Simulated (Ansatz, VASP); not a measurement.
# Two plane-wave programs on BN

File INCAR:

```
SYSTEM = BN
  PREC = Accurate
  ENCUT = 520
  EDIFF = 1E-6
  ISMEAR = 0
  SIGMA = 0.05
  LREAL = .FALSE.
  LASPH = .TRUE.
  NELM = 60
  ALGO = Normal
  ISIF = 2
  LWAVE = .FALSE.
  LCHARG = .FALSE.
  GGA = PE
  NBANDS = 26
```

Contents of KPOINTS:

```
Automatic mesh
0
G
  6 6 10
  0 0 0
```

The input POSCAR:

```
BN
1.0
    4.4559000000      0.0000000000      0.0000000000
    0.0000000000      4.4559000000      0.0000000000
    0.0000000000      0.0000000000      2.8551000000
B N
4 4
Direct
    0.1742811368      0.8257188632      0.5000000000
    0.3257188632      0.3257188632      0.0000000000
    0.6742811368      0.6742811368      0.0000000000
    0.8257188632      0.1742811368      0.5000000000
    0.8126115048      0.8126115048      0.5000000000
    0.3126115048      0.6873884952      0.0000000000
    0.6873884952      0.3126115048      0.0000000000
    0.1873884952      0.1873884952      0.5000000000
```

Input for Ansatz:

```yaml
crystal:
  lattice:
    - [4.4559, 0.0, 0.0]
    - [0.0, 4.4559, 0.0]
    - [0.0, 0.0, 2.8551]
  atoms:
    - { symbol: B, position: [0.1742811368, 0.8257188632, 0.5] }
    - { symbol: B, position: [0.3257188632, 0.3257188632, 0.0] }
    - { symbol: B, position: [0.6742811368, 0.6742811368, 0.0] }
    - { symbol: B, position: [0.8257188632, 0.1742811368, 0.5] }
    - { symbol: "N", position: [0.8126115048, 0.8126115048, 0.5] }
    - { symbol: "N", position: [0.3126115048, 0.6873884952, 0.0] }
    - { symbol: "N", position: [0.6873884952, 0.3126115048, 0.0] }
    - { symbol: "N", position: [0.1873884952, 0.1873884952, 0.5] }
basis:
  ecutwfc: 520.0
kpoints:
  mp_grid: { grid: [6, 6, 10] }
hamiltonian:
  xc: pbe
  pseudopotentials: { kind: paw, azcp: { folder: soft_1 } }
scf:
  occupations: { method: gaussian, width: 0.05 }
output:
  forces: true
  stress: true
  eigenvalues: true
```

Alike in both runs: task single point; functional PBE; k mesh 6 × 6 × 10; occupations gaussian, width 0.05 eV; no spin polarisation.

|  | VASP | Ansatz |
| --- | --- | --- |
| version | VASP 6.6.1 | Ansatz 0.2.0 |
| potentials or method | VASP PAW PBE potentials, release 64 (B, N), cutoff 520 eV | scalar-relativistic, plane waves, PAW |
| valence electrons in the cell | 32 | 32 |

Ansatz gave:

* gap on the k mesh at the Fermi level (eV): 4.03
* least direct gap on the mesh (eV): 4.03
* rms of the force components (eV/Å): 0.137

**Question.** What did VASP give for the same quantities?

**Answer.** gap on the k mesh at the Fermi level (eV): 4.03; least direct gap on the mesh (eV): 4.03; rms of the force components (eV/Å): 0.134.

Atom by atom the forces differ by 0.012 eV/Å (rms over components). With one functional, cell and mesh, what is left measures potentials, basis and numerics.
